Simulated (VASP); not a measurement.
ZnCd2Te3: single point with PBE

Crystal: ZnCd2Te3.

```
Zn Cd Te
1.0
     4.95562    0.00000    0.00000
    -2.47781    4.29169    0.00000
     0.00000    0.00000   10.86573
Zn Cd Te
1 2 3
Cartesian
  0.0000 0.0000 0.0000
  0.0000 2.8611 0.0000
  2.4778 1.4306 0.0000
  0.0000 0.0000 2.6579
  0.0000 0.0000 8.2079
  0.0000 0.0000 5.4329
```

The cell was generated, and may not be a known phase.

```json
{
 "Program": "VASP 6.6.1",
 "Task": "single point",
 "Functional": "PBE",
 "Potentials or basis": "VASP PAW PBE potentials, release 64 (Zn, Cd, Te)",
 "Cutoff": "520 eV",
 "k mesh": "6 × 6 × 2",
 "Occupations": "gaussian, width 0.1 eV",
 "Spin": "no spin polarisation"
}
```

```
Pressure               : 0.2 GPa
Largest force          : 0.009 eV/Å
Band gap on the k mesh : zero (bands 27 and 28 overlap by 0.91 eV)
```

Forces on the atoms (eV/Å):
```
Zn   0.000  0.000  0.000
Cd   0.000  0.000  0.000
Cd   0.000  0.000  0.000
Te   0.000  0.000 -0.009
Te   0.000  0.000  0.009
Te   0.000  0.000  0.000
```

Stress tensor (GPa, compression positive):
```
0.16 0.00 0.00
0.00 0.16 0.00
0.00 0.00 0.27
```

Levels at points of the mesh, in eV from the Fermi level:
```tsv
k point	band 22	band 23	band 24	band 25	band 26	band 27	band 28	band 29	band 30	band 31
(0.00, 0.00, 0.00)	-1.67	-0.73	-0.73	-0.64	0.07	0.07	0.99	2.29	2.29	2.60
(0.50, 0.00, 0.00)	-2.34	-2.20	-2.12	-0.98	-0.93	-0.37	-0.03	1.06	2.11	2.23
(0.00, 0.00, 0.50)	-1.57	-1.57	-1.03	-1.03	0.39	0.39	1.00	2.04	2.29	2.29
(0.50, 0.00, 0.50)	-2.32	-1.93	-1.81	-1.63	-1.10	-0.89	0.17	0.44	0.59	3.28
```

Run time: 3.9 min on 1 thread of Intel Xeon 8259CL (shared host), peak memory 0.42 GiB.

Caveat: spin-orbit coupling is left out, which moves the levels of the heavy elements.
